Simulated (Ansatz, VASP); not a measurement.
# Two plane-wave programs on AsPb4

```
As Pb
1.0
     4.25390    0.00000    0.00000
    -2.12695    3.68399    0.00000
     0.00000    0.00000    9.12988
As Pb
1 4
Direct
  0.00000 0.00000 0.00000
  0.33333 0.66667 0.00000
  0.66667 0.33333 0.00000
  0.00000 0.00000 0.37276
  0.00000 0.00000 0.62724
```

Alike in both runs: task relaxation of cell and atoms; functional PBE; k mesh 6 × 6 × 2; occupations gaussian, width 0.1 eV; no spin polarisation.

|  | VASP | Ansatz |
| --- | --- | --- |
| version | VASP 6.6.1 | Ansatz 0.2.0 |
| potentials or method | VASP PAW PBE potentials, release 64 (As, Pb_d), cutoff 600 eV | scalar-relativistic, plane waves, PAW |
| valence electrons in the cell | 61 | 71 |

Ansatz gave:

```
gap on the k mesh at the Fermi level, each at its own relaxed structure (eV) : none
relaxed volume (Å³/atom)                                                     : 47.23
relaxed cell length with the largest relative difference (Å)                 : 5.522
```

**Question.** Which values does VASP return?

**Answer.** gap on the k mesh at the Fermi level, each at its own relaxed structure (eV): none; relaxed volume (Å³/atom): 47.01; relaxed cell length with the largest relative difference (Å): 5.509.

A gap of «none» marks a metal or a gap that the smearing closes. VASP's potentials hold 61 valence electrons a cell and Ansatz's 71, so a difference there can come from the potentials and not from the codes.

Spin-orbit coupling is off throughout. Noted on VASP's run: the volume moved by over 15 % at a fixed basis, so the end points are rough.
